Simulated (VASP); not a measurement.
A run of VASP 6.6.1:

INCAR

```
PREC = Accurate
ENCUT = 520
EDIFF = 1E-6
ISMEAR = -1
SIGMA = 0.08
LREAL = F
LASPH = T
NELM = 60
ALGO = Normal
ISIF = 2
LWAVE = F
LCHARG = T
GGA = PS
LELF = T
LVHAR = T
NBANDS = 21
```

The input KPOINTS:

```
regular mesh
0
Gamma
  14 14 8
```

The input POSCAR:

```
Pb
1.0
    3.4800006906      0.0000000000      0.0000000000
   -1.7400003453      3.0137690032      0.0000000000
    0.0000000000      0.0000000000      5.4782000000
Pb
2
Direct
    0.3333333333      0.6666666667      0.2500000000
    0.6666666667      0.3333333333      0.7500000000
```

Potentials or basis: VASP PAW PBE potentials, release 64 (Pb_d).

Command:

```console
$ cat potpaw_PBE.64/Pb_d/POTCAR > POTCAR
$ mpirun -np 1 vasp_std > vasp.out
```

Hardware: 1 thread of Intel Xeon 8259CL, with other jobs on the host.

Question: How long does it take, and how much memory?

Answer: Run time: 2.5 min on 1 thread of Intel Xeon 8259CL, with other jobs on the host, peak memory 0.25 GiB. Counts: scf iterations 10, k points 120.
